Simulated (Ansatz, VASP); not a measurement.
**ScTa3 in VASP and in Ansatz**

```
Sc Ta
1.0
     4.77126    0.00000    0.00000
     0.00000    4.77126    0.00000
     0.00000    0.00000    3.34218
Sc Ta
1 3
Direct
  0.00000 0.00000 0.00000
  0.00000 0.50000 0.50000
  0.50000 0.00000 0.50000
  0.50000 0.50000 0.00000
```

Alike in both runs: functional PBE; k mesh 12 × 12 × 12; occupations gaussian, width 0.1 eV; no spin polarisation.

Ansatz relaxed the structure, and its values are those at the end. VASP's run is a single point on that final structure, the one shown.

|  | VASP | Ansatz |
| --- | --- | --- |
| version | VASP 6.6.1 | Ansatz 0.2.0 |
| potentials or method | VASP PAW PBE potentials, release 64 (Sc_sv, Ta_pv), cutoff 520 eV | scalar-relativistic, plane waves, PAW |
| valence electrons in the cell | 44 | 50 |

Ansatz gave:

```
gap on the k mesh at the Fermi level (eV) : none
pressure (GPa)                            : 0.0
```

Q: Which values does VASP return?

A: gap on the k mesh at the Fermi level (eV): none; pressure (GPa): 0.1.

A gap of «none» marks a metal or a gap that the smearing closes. With one functional, cell and mesh, what is left measures potentials, basis and numerics. VASP's potentials hold 44 valence electrons a cell and Ansatz's 50, so a difference there can come from the potentials and not from the codes.

Neither program's run includes spin-orbit coupling.
